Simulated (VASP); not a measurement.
Runs of VASP 6.6.1 on Au. The structure is that of space group P6_3/mmc (No. 194), or close to it. The cells are those of the table. This isn't the form of Au at room conditions, which is fcc.

```csv
cell,gap on the mesh (eV),pressure (GPa)
"a = 2.841, b = 2.841, c = 4.780 Å, angles 90.0, 90.0, 120.0°, 2 atoms",none,-0.8
"a = 2.900, b = 2.900, c = 4.978 Å, angles 90.0, 90.0, 120.0°, 2 atoms",none,-12.4
"a = 2.842, b = 2.842, c = 4.880 Å, angles 90.0, 90.0, 120.0°, 2 atoms",none,-4.3
"a = 2.938, b = 2.938, c = 4.944 Å, angles 90.0, 90.0, 120.0°, 2 atoms",none,-14.7
"a = 2.881, b = 2.881, c = 4.847 Å, angles 90.0, 90.0, 120.0°, 2 atoms",none,-7.6
"a = 2.910, b = 2.910, c = 4.896 Å, angles 90.0, 90.0, 120.0°, 2 atoms",none,(b)
"a = 2.900, b = 2.900, c = 4.880 Å, angles 90.0, 90.0, 120.0°, 2 atoms",none,(a)
"a = 2.890, b = 2.890, c = 4.864 Å, angles 90.0, 90.0, 120.0°, 2 atoms",none,-9.0
"a = 2.957, b = 2.957, c = 4.976 Å, angles 90.0, 90.0, 120.0°, 2 atoms",none,(c)
```

Alike in all rows: level LDA; potentials or basis VASP PAW LDA potentials, release 64 (Au); no spin polarisation; k mesh 14 × 14 × 8; cutoff (eV) 520; smearing fermi-dirac 0.03 eV.

Task: Estimate the missing entries.

Result: (a) -10.3; (b) -11.5; (c) -16.4.

Caveats: spin-orbit coupling is left out, which moves the levels of the heavy elements; the cell stands under tension (at least some runs).

A k mesh can miss the band edges, and the runs leave out spin-orbit coupling on Au.

A gap of «none» marks levels without a gap at the run's occupations.
